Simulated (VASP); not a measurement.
Here is a VASP 6.6.1 calculation.

File INCAR:

```
  ALGO = Normal
  EDIFF = 1E-6
  EDIFFG = -0.01
  ENCUT = 600
  IBRION = 2
  ISIF = 3
  ISMEAR = 1
  LASPH = T
  LCHARG = F
  LREAL = F
  LWAVE = F
  NELM = 100
  NSW = 80
  PREC = Accurate
  PSTRESS = 80.0
  SIGMA = 0.1
```

File KPOINTS:

```
k-points
0
Gamma
  9 9 5
```

File POSCAR:

```
Na
1.0
    3.7670000000      0.0000000000      0.0000000000
   -1.8835000000      3.2623177000      0.0000000000
    0.0000000000      0.0000000000      6.1540000000
Na
2
Direct
    0.3333333300      0.6666666700      0.2500000000
    0.6666666700      0.3333333300      0.7500000000
```

Potentials or basis: VASP PAW LDA potentials, release 64 (Na_pv).

Command:

```sh
$ cat potpaw_LDA.64/Na_pv/POTCAR > POTCAR
$ mpirun -np 1 vasp_std > vasp.out
```

(1) What does it give for the relaxed cell?

(2) Predict the space group after relaxing (to 0.05 Å).

Answers

(1) a = 3.114 Å, b = 3.114 Å, c = 5.281 Å, α = 90.00°, β = 90.00°, γ = 120.00°.

(2) P6_3/mmc (No. 194).
